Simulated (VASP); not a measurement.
Write the native input for VASP 6.6.1 that does the following.

* Task: single point
* Functional: r2SCAN
* Potentials or basis: VASP PAW PBE potentials, release 64 (Cs_sv, Pb_d, Cl)
* Cutoff: 520 eV
* k mesh: 4 × 4 × 4
* Occupations: gaussian, width 0.01 eV
* Spin: no spin polarisation
* Dipole correction: no
* Further INCAR settings: ALGO = Normal; EDIFF = 1e-06; NBANDS = 30

CsPbCl3:

```
CELL_PARAMETERS angstrom
5.67707 0.00000 0.00000
0.00000 5.67707 0.00000
0.00000 0.00000 5.67707
ATOMIC_POSITIONS crystal
Cs 0.00000 0.00000 0.00000
Pb 0.50000 0.50000 0.50000
Cl 0.50000 0.50000 0.00000
Cl 0.50000 0.00000 0.50000
Cl 0.00000 0.50000 0.50000
```

The input as run:

POSCAR

```
CsPbCl3
1.0
    5.6770717179      0.0000000000      0.0000000000
    0.0000000000      5.6770717179      0.0000000000
    0.0000000000      0.0000000000      5.6770717179
Cs Pb Cl
1 1 3
Direct
    0.0000000000      0.0000000000      0.0000000000
    0.5000000000      0.5000000000      0.5000000000
    0.5000000000      0.5000000000      0.0000000000
    0.5000000000      0.0000000000      0.5000000000
    0.0000000000      0.5000000000      0.5000000000
```

INCAR.step1

```
  PREC = Accurate
  ENCUT = 520
  ISMEAR = 0
  SIGMA = 0.01
  LREAL = F
  LASPH = T
  NELM = 80
  NBANDS = 30
  GGA = PE
  ALGO = Normal
  EDIFF = 1E-4
  LWAVE = T
  LCHARG = F
```

INCAR.step2

```
  PREC = Accurate
  ENCUT = 520
  EDIFF = 1E-6
  ISMEAR = 0
  SIGMA = 0.01
  LREAL = F
  LASPH = T
  NELM = 80
  ALGO = Normal
  ISIF = 2
  LWAVE = F
  LCHARG = F
  METAGGA = R2SCAN
  LMIXTAU = T
  NBANDS = 30
  ISTART = 1
```

KPOINTS

```
regular mesh
0
Gamma
  4 4 4
```

Potentials or basis: VASP PAW PBE potentials, release 64 (Cs_sv, Pb_d, Cl).

The run is started by

```bash
$ cat potpaw_PBE.64/Cs_sv/POTCAR potpaw_PBE.64/Pb_d/POTCAR potpaw_PBE.64/Cl/POTCAR > POTCAR
$ cp INCAR.step1 INCAR
$ mpirun -np 1 vasp_std > vasp.out
$ cp INCAR.step2 INCAR
$ mpirun -np 1 vasp_std > vasp.out
```

Results of the run:

```yaml
Pressure: 0.0 GPa
Band_gap_on_the_k_mesh: 2.48 eV, direct
```

Caveat: the PAW data sets were made with another functional, which shifts forces and pressure a little; spin-orbit coupling is left out, which moves the levels of the heavy elements.

Wall time 83 s on 1 thread of Intel(R) Xeon(R) 6975P-C (Granite Rapids), on a shared host, peak memory 0.31 GiB.
